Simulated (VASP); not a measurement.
# Ta4O (P4/mmm) in VASP: a series of runs, part 2 of 2

VASP 6.6.1.

### 3 Single point, PBE

The input, INCAR:

```
SYSTEM = Ta4O
ALGO = Normal ; EDIFF = 1E-6
ENCUT = 520 ; GGA = PE
ISIF = 2 ; ISMEAR = 0
LASPH = .True. ; LCHARG = .False.
LREAL = .False. ; LWAVE = .False.
NBANDS = 33 ; NELM = 60
PREC = Accurate ; SIGMA = 0.1
```

The input, KPOINTS:

```
Automatic mesh
0
Gamma
  8 8 4
  0.5 0.5 0.5
```

The input, POSCAR:

```
Ta4O
1.0
    3.2574970000      0.0000000000      0.0000000000
    0.0000000000      3.2574970000      0.0000000000
    0.0000000000      0.0000000000      7.4093410000
Ta O
4 1
Direct
    0.0000000000      0.0000000000      0.5000000000
    0.5000000000      0.5000000000      0.7831580000
    0.5000000000      0.5000000000      0.2168420000
    0.0000000000      0.0000000000      0.0000000000
    0.5000000000      0.5000000000      0.5000000000
```

Potentials or basis: VASP PAW PBE potentials, release 64 (Ta_pv, O).

Started as:

```
$ cat potpaw_PBE.64/Ta_pv/POTCAR potpaw_PBE.64/O/POTCAR > POTCAR
$ mpirun -np 1 vasp_std > vasp.out
```

OUTCAR:

```text
SYSTEM = Ta4O
   EDIFF = 1E-6
   ENCUT = 520
   GGA = PE
   ISIF = 2
   ISMEAR = 0
   LASPH = .True.
   LREAL = .False.
   NELM = 60
   PREC = Accurate

 ion  position               nearest neighbor table
   1  0.000  0.000  0.500-   5 2.30   5 2.30   5 2.30   5 2.30   3 3.12   3 3.12   2 3.12   3 3.12
                             2 3.12   2 3.12   3 3.12   2 3.12
   2  0.500  0.500  0.783-   5 2.10   4 2.81   4 2.81   4 2.81   4 2.81   1 3.12   1 3.12   1 3.12
                             1 3.12   3 3.21
   3  0.500  0.500  0.217-   5 2.10   4 2.81   4 2.81   4 2.81   4 2.81   1 3.12   1 3.12   1 3.12
                             1 3.12   2 3.21
   4  0.000  0.000  0.000-   2 2.81   3 2.81   2 2.81   3 2.81   2 2.81   3 2.81   2 2.81   3 2.81

   5  0.500  0.500  0.500-   2 2.10   3 2.10   1 2.30   1 2.30   1 2.30   1 2.30

  LATTYP: Found a simple tetragonal cell.
 ALAT       =     3.2574970000
 C/A-ratio  =     2.2745503680

  Lattice vectors:

 A1 = (   3.2574970000,   0.0000000000,   0.0000000000)
 A2 = (   0.0000000000,   3.2574970000,   0.0000000000)
 A3 = (   0.0000000000,   0.0000000000,   7.4093410000)

Analysis of symmetry for initial positions (statically):
=====================================================================
 Subroutine PRICEL returns:
 Original cell was already a primitive cell.

 Routine SETGRP: Setting up the symmetry group for a
 simple tetragonal supercell.

 Subroutine GETGRP returns: Found 16 space group operations
 (whereof 16 operations were pure point group operations)
 out of a pool of 16 trial point group operations.

The static configuration has the point symmetry D_4h.

Analysis of symmetry for dynamics (positions and initial velocities):
=====================================================================
 Subroutine PRICEL returns:
 Original cell was already a primitive cell.

 Routine SETGRP: Setting up the symmetry group for a
 simple tetragonal supercell.

 Subroutine GETGRP returns: Found 16 space group operations
 (whereof 16 operations were pure point group operations)
 out of a pool of 16 trial point group operations.

The dynamic configuration has the point symmetry D_4h.

 Subroutine INISYM returns: Found 16 space group operations
 (whereof 16 operations are pure point group operations),
 and found     1 'primitive' translations

----------------------------------------------------------------------------------------

                                     Primitive cell

  volume of cell :      78.6226

  direct lattice vectors                    reciprocal lattice vectors
     3.257497000  0.000000000  0.000000000     0.306984166  0.000000000  0.000000000
     0.000000000  3.257497000  0.000000000     0.000000000  0.306984166  0.000000000
     0.000000000  0.000000000  7.409341000     0.000000000  0.000000000  0.134964769

  length of vectors
     3.257497000  3.257497000  7.409341000     0.306984166  0.306984166  0.134964769

  position of ions in fractional coordinates (direct lattice)
     0.000000000  0.000000000  0.500000000
     0.500000000  0.500000000  0.783158000
     0.500000000  0.500000000  0.216842000
     0.000000000  0.000000000  0.000000000
[... 32 lines left out ...]
 ===========================================

 Found     20 irreducible k-points:

 Following reciprocal coordinates:
            Coordinates               Weight
  0.062500  0.062500  0.125000      8.000000
  0.187500  0.062500  0.125000     16.000000
  0.312500  0.062500  0.125000     16.000000
  0.437500  0.062500  0.125000     16.000000
  0.187500  0.187500  0.125000      8.000000
  0.312500  0.187500  0.125000     16.000000
[... 12 lines left out ...]
  0.437500  0.312500  0.375000     16.000000
  0.437500  0.437500  0.375000      8.000000
   k-points           NKPTS =     20   k-points in BZ     NKDIM =     20   number of bands    NBANDS=     33
   number of dos      NEDOS =    301   number of ions     NIONS =      5
   total plane-waves  NPLWV =  32256
   dimension x,y,z NGX =    24 NGY =   24 NGZ =   56
   dimension x,y,z NGXF=    48 NGYF=   48 NGZF=  112
   ions per type =               4   1
   NGX,Y,Z   is equivalent  to a cutoff of  12.25, 12.25, 12.56 a.u.
   NGXF,Y,Z  is equivalent  to a cutoff of  24.50, 24.50, 25.13 a.u.
 SYSTEM =  Ta4O
   PREC   = accura    normal or accurate (medium, high low for compatibility)
   ISTART =      0    job   : 0-new  1-cont  2-samecut
   ICHARG =      2    charge: 1-file 2-atom 10-const
   ISPIN  =      1    spin polarized calculation?
   LNONCOLLINEAR =      F non collinear calculations
   LSORBIT =      F    spin-orbit coupling
   LASPH  =      T    aspherical Exc in radial PAW
   ENCUT  =  520.0 eV  38.22 Ry    6.18 a.u.   6.06  6.06 13.78*2*pi/ulx,y,z
   NELM   =     60;   NELMIN=  2; NELMDL= -5     # of ELM steps
   EDIFF  = 0.1E-05   stopping-criterion for ELM
   LREAL  =      F    real-space projection
   EDIFFG = 0.1E-04   stopping-criterion for IOM
   NSW    =      0    number of steps for IOM
   IBRION =     -1    ionic relax: 0-MD 1-quasi-New 2-CG
   NFREE  =      0    steps in history (QN), initial steepest desc. (CG)
   ISIF   =      2    stress and relaxation
   ISYM   =      2    0-nonsym 1-usesym 2-fastsym
   POTIM  = 0.5000    time-step for ionic-motion
   TEBEG  =    0.0;   TEEND  =   0.0 temperature during run
   PSTRESS=    0.0 pullay stress
   NELECT =      50.0000    total number of electrons
   NUPDOWN=      -1.0000    fix difference up-down
   EMIN   =  10.00;   EMAX   =-10.00  energy-range for DOS
   EFERMI =   0.00;   METHOD = LEGACY
   ISMEAR =     0;   SIGMA  =   0.10  broadening in eV -4-tet -1-fermi 0-gaus
   EFERMI_NEDOS =   21; number of points for ismear=-14 and -15
   IALGO  =     38    algorithm
   IMIX   =      4    mixing-type and parameters
     AMIX     =   0.40;   BMIX     =  1.00
     AMIX_MAG =   1.60;   BMIX_MAG =  1.00
  volume/ion in A,a.u.               =      15.72       106.11
  Fermi-wavevector in a.u.,A,eV,Ry     =   1.407826  2.660405 26.966391  1.981974
  Thomas-Fermi vector in A             =   2.530046
   LORBIT       =      0    0 simple, 1 ext, 2 COOP (PROOUT), +10 PAW based schemes
   GGA     = PE    functional components
   LHFCALC =     F    Hartree Fock is set to
   AEXX    =    0.0000 exact exchange contribution
   IVDW    =     0    specifies the selected vdW correction
   LEPSILON=     F    determine dielectric tensor
   LRPA    =     F    only Hartree local field effects (RPA)
 non-spin polarized calculation
 Gauss-broadening in eV      SIGMA  =   0.10
  energy-cutoff  :      520.00
  volume of cell :       78.62
 maximum number of plane-waves:      2138
 NGX is ok and might be reduce to    24
   NGX = 13   NGY = 13   NGZ = 27

 number of electron      50.0000004 magnetization

 Free energy of the ion-electron system (eV)
  ---------------------------------------------------
  ext. energy  EPLUGINS =         0.00000000
  ---------------------------------------------------
  free energy    TOTEN  =       -55.08661038 eV

  energy without entropy =      -55.07790488  energy(sigma->0) =      -55.08225763

 E-fermi :   6.3567     XC(G=0): -12.5996

 val. band max:        6.3086810998   @ k =   0.1875   0.0625   0.3750
 cond. band min:       6.4709851174   @ k =   0.0625   0.0625   0.1250
 fundamental gap:      0.1623040176
 Fermi energy:         6.3566665735

 k-point     1 :       0.0625    0.0625    0.1250
  band No.  band energies     occupation
      1     -29.1676      2.00000
      2     -29.1597      2.00000
      3     -28.7929      2.00000
      4     -28.2387      2.00000
      5     -28.1152      2.00000
      6     -27.9083      2.00000
[... 709 lines left out ...]
     32      10.6751      0.00000
     33      10.7577      0.00000

------------------------ aborting loop because EDIFF is reached ----------------------------------------

  FORCE on cell =-STRESS in cart. coord.  units (eV):
  Direction    XX          YY          ZZ          XY          YZ          ZX
  --------------------------------------------------------------------------------------
  -------------------------------------------------------------------------------------
  Total       -0.2492915     -0.2492915     -0.3915074      0.0000000     -0.0000000     -0.0000000
  in kB       -5.0800783     -5.0800783     -7.9781640      0.0000000     -0.0000000     -0.0000000
  external PRESSURE =      -6.0461069 kB  Pullay stress =       0.0000000 kB

 VOLUME and BASIS-vectors are now :
 -----------------------------------------------------------------------------
  energy-cutoff  :      520.00
  volume of cell :       78.62
      direct lattice vectors                 reciprocal lattice vectors
     3.257497000  0.000000000  0.000000000     0.306984166  0.000000000  0.000000000
     0.000000000  3.257497000  0.000000000     0.000000000  0.306984166  0.000000000
     0.000000000  0.000000000  7.409341000     0.000000000  0.000000000  0.134964769

 POSITION                                       TOTAL-FORCE (eV/Angst)
 -----------------------------------------------------------------------------------
      0.00000      0.00000      3.70467         0.000000      0.000000      0.000000
      1.62875      1.62875      5.80268         0.000000     -0.000000     -0.061963
      1.62875      1.62875      1.60666        -0.000000      0.000000      0.061963
      0.00000      0.00000      0.00000         0.000000      0.000000      0.000000
      1.62875      1.62875      3.70467         0.000000      0.000000      0.000000
 -----------------------------------------------------------------------------------
    total drift:                                0.000000     -0.000000      0.000000

  FREE ENERGIE OF THE ION-ELECTRON SYSTEM (eV)
  ---------------------------------------------------
  free  energy   TOTEN  =       -55.0866103783 eV

  energy  without entropy=      -55.0779048753  energy(sigma->0) =      -55.08225763
```

Wall time 33 s (1 thread of AMD EPYC 9R45 (Zen 5), shared host); peak memory 0.16 GiB.

What came out:

```
Free energy            : -55.0866 eV
Pressure               : -0.6 GPa
Largest force          : 0.062 eV/Å
Band gap on the k mesh : zero (band 25 reaches 6.70 eV, above the bottom of band 26 at 6.18 eV)
```

Forces in eV/Å, atoms in the order of the input:
```
Ta   0.000  0.000  0.000
Ta   0.000  0.000 -0.062
Ta   0.000  0.000  0.062
Ta   0.000  0.000  0.000
O    0.000  0.000  0.000
```

Stress tensor (GPa, compression positive):
```
-0.51  0.00  0.00
 0.00 -0.51  0.00
 0.00  0.00 -0.80
```

Caveat: spin-orbit coupling is left out, which moves the levels of the heavy elements.

### 4 Single point, PBE

The input, INCAR:

```
PREC = Accurate
ENCUT = 520
EDIFF = 1E-6
ISMEAR = 0
SIGMA = 0.1
LREAL = F
LASPH = T
NELM = 80
ALGO = Normal
ISIF = 2
LWAVE = F
LCHARG = T
GGA = PE
LELF = T
LVHAR = T
NBANDS = 33
```

The input, KPOINTS:

```
regular mesh
0
Gamma
  6 6 4
```

POSCAR is that of step 3.

Potentials or basis: VASP PAW PBE potentials, release 64 (Ta_pv, O).

Started as:

```
$ cat potpaw_PBE.64/Ta_pv/POTCAR potpaw_PBE.64/O/POTCAR > POTCAR
$ mpirun -np 1 vasp_std > vasp.out
```

OUTCAR:

```text
PREC = Accurate
   ENCUT = 520
   EDIFF = 1E-6
   ISMEAR = 0
   LREAL = F
   LASPH = T
   NELM = 80
   ISIF = 2
   GGA = PE

 ion  position               nearest neighbor table
   1  0.000  0.000  0.500-   5 2.30   5 2.30   5 2.30   5 2.30   3 3.12   3 3.12   2 3.12   3 3.12
                             2 3.12   2 3.12   3 3.12   2 3.12
   2  0.500  0.500  0.783-   5 2.10   4 2.81   4 2.81   4 2.81   4 2.81   1 3.12   1 3.12   1 3.12
                             1 3.12   3 3.21
[... 1074 lines left out ...]
  -------------------------------------------------------------------------------------
  Total       -0.2374881     -0.2374881     -0.2202420      0.0000000     -0.0000000      0.0000000
  in kB       -4.8395476     -4.8395476     -4.4881062      0.0000000     -0.0000000      0.0000000
  external PRESSURE =      -4.7224005 kB  Pullay stress =       0.0000000 kB

 VOLUME and BASIS-vectors are now :
 -----------------------------------------------------------------------------
  energy-cutoff  :      520.00
  volume of cell :       78.62
      direct lattice vectors                 reciprocal lattice vectors
     3.257497000  0.000000000  0.000000000     0.306984166  0.000000000  0.000000000
     0.000000000  3.257497000  0.000000000     0.000000000  0.306984166  0.000000000
     0.000000000  0.000000000  7.409341000     0.000000000  0.000000000  0.134964769

 POSITION                                       TOTAL-FORCE (eV/Angst)
 -----------------------------------------------------------------------------------
      0.00000      0.00000      3.70467         0.000000      0.000000      0.000000
      1.62875      1.62875      5.80268         0.000000     -0.000000     -0.112912
      1.62875      1.62875      1.60666        -0.000000     -0.000000      0.112912
      0.00000      0.00000      0.00000         0.000000      0.000000      0.000000
      1.62875      1.62875      3.70467         0.000000      0.000000      0.000000
 -----------------------------------------------------------------------------------
    total drift:                                0.000000     -0.000000      0.000000

  FREE ENERGIE OF THE ION-ELECTRON SYSTEM (eV)
  ---------------------------------------------------
  free  energy   TOTEN  =       -55.0622688376 eV

  energy  without entropy=      -55.0503419444  energy(sigma->0) =      -55.05630539
```

OSZICAR:

```text
N       E                     dE             d eps       ncg     rms          rms(c)
DAV:   1     0.485609923634E+03    0.48561E+03   -0.27666E+04  1988   0.158E+03
DAV:   2    -0.344748622411E+02   -0.52008E+03   -0.50465E+03  2193   0.462E+02
DAV:   3    -0.591128932198E+02   -0.24638E+02   -0.23975E+02  2498   0.925E+01
DAV:   4    -0.596289353035E+02   -0.51604E+00   -0.51259E+00  2445   0.128E+01
DAV:   5    -0.596432132509E+02   -0.14278E-01   -0.14261E-01  2583   0.162E+00    0.300E+01
DAV:   6    -0.568238033633E+02    0.28194E+01   -0.28763E+01  2534   0.354E+01    0.150E+01
DAV:   7    -0.560469523810E+02    0.77685E+00   -0.15662E+01  2634   0.174E+01    0.106E+01
DAV:   8    -0.551076591556E+02    0.93929E+00   -0.36614E+00  2570   0.119E+01    0.273E+00
DAV:   9    -0.550640075093E+02    0.43652E-01   -0.35992E-01  2440   0.370E+00    0.784E-01
DAV:  10    -0.550628611055E+02    0.11464E-02   -0.40310E-02  2500   0.116E+00    0.425E-01
DAV:  11    -0.550624589832E+02    0.40212E-03   -0.70497E-03  2635   0.595E-01    0.116E-01
DAV:  12    -0.550623060174E+02    0.15297E-03   -0.18487E-03  2641   0.299E-01    0.661E-02
DAV:  13    -0.550622731647E+02    0.32853E-04   -0.17722E-04  2595   0.821E-02    0.344E-02
DAV:  14    -0.550622705730E+02    0.25918E-05   -0.86332E-05  2708   0.602E-02    0.763E-03
DAV:  15    -0.550622692232E+02    0.13497E-05   -0.50559E-06  2366   0.165E-02    0.159E-03
DAV:  16    -0.550622688376E+02    0.38565E-06   -0.31978E-07  1329   0.360E-03
   1 F= -.55062269E+02 E0= -.55056305E+02  d E =-.119269E-01
```

stdout:

```text
POSCAR found type information on POSCAR TaO
 POSCAR found :  2 types and       5 ions
 scaLAPACK will be used
 LDA part: xc-table for (Slater+PW92), standard interpolation
 POSCAR, INCAR and KPOINTS ok, starting setup
 FFT: planning ... GRIDC
 FFT: planning ... GRID_SOFT
 FFT: planning ... GRID
 WAVECAR not read
 entering main loop
```

Wall time 48 s (1 thread of AMD EPYC 9R45 (Zen 5), shared host); peak memory 0.18 GiB.

Results:

```
Free energy            : -55.0623 eV
Pressure               : -0.5 GPa
Largest force          : 0.113 eV/Å
Band gap on the k mesh : zero (band 25 reaches 6.64 eV, above the bottom of band 26 at 6.27 eV)
```

Forces on the atoms (eV/Å):
```
Ta   0.000  0.000  0.000
Ta   0.000  0.000 -0.113
Ta   0.000  0.000  0.113
Ta   0.000  0.000  0.000
O    0.000  0.000  0.000
```

Levels at points of the mesh, in eV from the Fermi level:
```
           k point  band 21  band 22  band 23  band 24  band 25  band 26  band 27  band 28  band 29  band 30
(0.00, 0.00, 0.00)    -2.59    -1.60    -0.46    -0.46    -0.18     0.52     0.99     0.99     1.29     1.64
(0.50, 0.00, 0.00)    -1.52    -1.12    -0.97    -0.70     0.20     0.85     0.97     1.25     1.71     1.92
(0.50, 0.50, 0.00)    -2.09    -1.55    -1.55    -0.71    -0.71     1.71     2.38     2.72     2.72     3.24
(0.00, 0.00, 0.50)    -3.52    -0.58    -0.53    -0.53     0.20     0.63     0.63     0.86     1.01     1.78
(0.50, 0.00, 0.50)    -1.75    -1.22    -1.06    -0.68    -0.45     1.08     1.25     1.53     1.82     2.29
(0.50, 0.50, 0.50)    -2.77    -1.75    -1.75    -0.02    -0.02     1.70     1.90     1.90     2.91     3.24
```

Caveat: spin-orbit coupling is left out, which moves the levels of the heavy elements.

### 5 Summary

```tsv
k mesh	gap on the mesh (eV)	pressure (GPa)	largest force (eV/Å)
8 × 8 × 4	none	-0.5	0.06
8 × 8 × 4, shifted	none	-0.6	0.06
6 × 6 × 4	none	-0.5	0.11
```

Alike in all rows: task single point; level PBE; potentials or basis VASP PAW PBE potentials, release 64 (Ta_pv, O); no spin polarisation; cell as given; cutoff (eV) 520; smearing gaussian 0.1 eV.

Every run on the cell as given and a fine mesh finds a metal.

Caveats: spin-orbit coupling is left out, which moves the levels of the heavy elements.

Absolute energies hang on the potentials; compare differences alone.
